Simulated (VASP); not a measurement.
Write the native input for VASP 6.6.1 that does the following.

| Quantity | Value |
| --- | --- |
| Task | relaxation of the atoms |
| Functional | PBE |
| Potentials or basis | VASP PAW PBE potentials, release 64 (Mg) |
| Cutoff | 520 eV |
| k mesh | 3 × 3 × 3 |
| Occupations | gaussian, width 0.1 eV |
| Spin | no spin polarisation |
| Dipole correction | no |
| Further INCAR settings | LREAL = Auto; ALGO = Normal; EDIFF = 1e-06; IBRION = 2; EDIFFG = -0.025; NSW = 65 |

The structure of Mg (a cell with a defect) lies in POSCAR:

```
Mg
1.0
    4.8132675394     -8.3368239461      0.0000000000
   -9.6265350939      0.0000000088      0.0000000000
    0.0000000000      0.0000000000    -10.2918323947
Mg
35
Direct
    0.4444444444      0.5555555556      0.8750000000
    0.1111111111      0.5555555556      0.3750000000
    0.1111111111      0.5555555556      0.8750000000
    0.7777777778      0.5555555556      0.3750000000
    0.7777777778      0.5555555556      0.8750000000
    0.4444444444      0.2222222222      0.3750000000
    0.4444444444      0.2222222222      0.8750000000
    0.1111111111      0.2222222222      0.3750000000
    0.1111111111      0.2222222222      0.8750000000
    0.7777777778      0.2222222222      0.3750000000
    0.7777777778      0.2222222222      0.8750000000
    0.4444444444      0.8888888889      0.3750000000
    0.4444444444      0.8888888889      0.8750000000
    0.1111111111      0.8888888889      0.3750000000
    0.1111111111      0.8888888889      0.8750000000
    0.7777777778      0.8888888889      0.3750000000
    0.7777777778      0.8888888889      0.8750000000
    0.5555555556      0.4444444444      0.1250000000
    0.5555555556      0.4444444444      0.6250000000
    0.2222222222      0.4444444444      0.1250000000
    0.2222222222      0.4444444444      0.6250000000
    0.8888888889      0.4444444444      0.1250000000
    0.8888888889      0.4444444444      0.6250000000
    0.5555555556      0.1111111111      0.1250000000
    0.5555555556      0.1111111111      0.6250000000
    0.2222222222      0.1111111111      0.1250000000
    0.2222222222      0.1111111111      0.6250000000
    0.8888888889      0.1111111111      0.1250000000
    0.8888888889      0.1111111111      0.6250000000
    0.5555555556      0.7777777778      0.1250000000
    0.5555555556      0.7777777778      0.6250000000
    0.2222222222      0.7777777778      0.1250000000
    0.2222222222      0.7777777778      0.6250000000
    0.8888888889      0.7777777778      0.1250000000
    0.8888888889      0.7777777778      0.6250000000
```

This cell differs from its parent crystal: atoms taken out.

One way to write it, as run:

INCAR

```
SYSTEM = Mg
PREC     = Accurate       ! precision mode
ENCUT    = 520            ! plane-wave cutoff, eV
EDIFF    = 1E-6           ! SCF threshold, eV
ISMEAR   = 0              ! smearing method
SIGMA    = 0.1            ! smearing width, eV
LREAL    = Auto         
LASPH    = .True.         ! aspherical terms in the spheres
NELM     = 80             ! most SCF steps
ALGO     = Normal         ! electronic algorithm
ISIF     = 2              ! what is computed and relaxed
LWAVE    = .False.        ! write WAVECAR
LCHARG   = .False.        ! write CHGCAR
GGA      = PE             ! functional
IBRION   = 2              ! ionic algorithm
NSW      = 65             ! ionic steps
EDIFFG   = -0.025         ! ionic threshold
KPAR     = 4
```

KPOINTS

```
regular mesh
0
Gamma
  3 3 3
  0 0 0
```

Potentials or basis: VASP PAW PBE potentials, release 64 (Mg).

Command:

```sh
$ cat potpaw_PBE.64/Mg/POTCAR > POTCAR
$ mpirun -np 4 vasp_std > vasp.out
```

It gave:

The energy gained by relaxing is 0.3 meV/atom and the ionic steps are 5. The pressure after relaxing is -0.3 GPa, the largest force after relaxing is 0.017 eV/Å and the band gap on the k mesh is zero (bands 35 and 36 overlap by 0.66 eV).

Caveat: the cell differs from its parent crystal (atoms taken out).

Wall time 6.7 min on 4 MPI ranks on Intel(R) Xeon(R) Platinum 8259CL CPU @ 2.50GHz (Skylake/Cascade Lake), on a shared host, peak memory 0.99 GiB a rank.
